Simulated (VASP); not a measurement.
Here is a VASP 6.6.1 calculation.

INCAR

```
ALGO = Normal ; EDIFF = 1E-6
ENCUT = 520 ; GGA = PE
ISIF = 2 ; ISMEAR = 1
LASPH = True ; LCHARG = False
LREAL = False ; LWAVE = False
NBANDS = 26 ; NELM = 80
PREC = Accurate ; SIGMA = 0.01
```

Contents of KPOINTS:

```
k-points
0
Gamma
  8 8 8
```

The input POSCAR:

```
Si
1.0
   -3.3109000000      3.3109000000      3.3109000000
    3.3109000000     -3.3109000000      3.3109000000
    3.3109000000      3.3109000000     -3.3109000000
Si
8
Direct
    0.2060000000      0.2060000000      0.2060000000
    0.5000000000      0.0000000000      0.2940000000
    0.2940000000      0.5000000000      0.0000000000
    0.0000000000      0.2940000000      0.5000000000
    0.7940000000      0.7940000000      0.7940000000
    0.5000000000      0.0000000000      0.7060000000
    0.7060000000      0.5000000000      0.0000000000
    0.0000000000      0.7060000000      0.5000000000
```

Potentials or basis: VASP PAW PBE potentials, release 64 (Si).

Launch:

```console
$ cat potpaw_PBE.64/Si/POTCAR > POTCAR
$ mpirun -np 1 vasp_std > vasp.out
```

Question: Predict the pressure.

Answer: 0.9 GPa.

Question: Predict the largest force.

Answer: 0.197 eV/Å.

Forces in eV/Å, atoms in the order of the input:
```
Si  -0.114 -0.114 -0.114
Si   0.114  0.114 -0.114
Si  -0.114  0.114  0.114
Si   0.114 -0.114  0.114
Si   0.114  0.114  0.114
Si  -0.114 -0.114  0.114
Si   0.114 -0.114 -0.114
Si  -0.114  0.114 -0.114
```
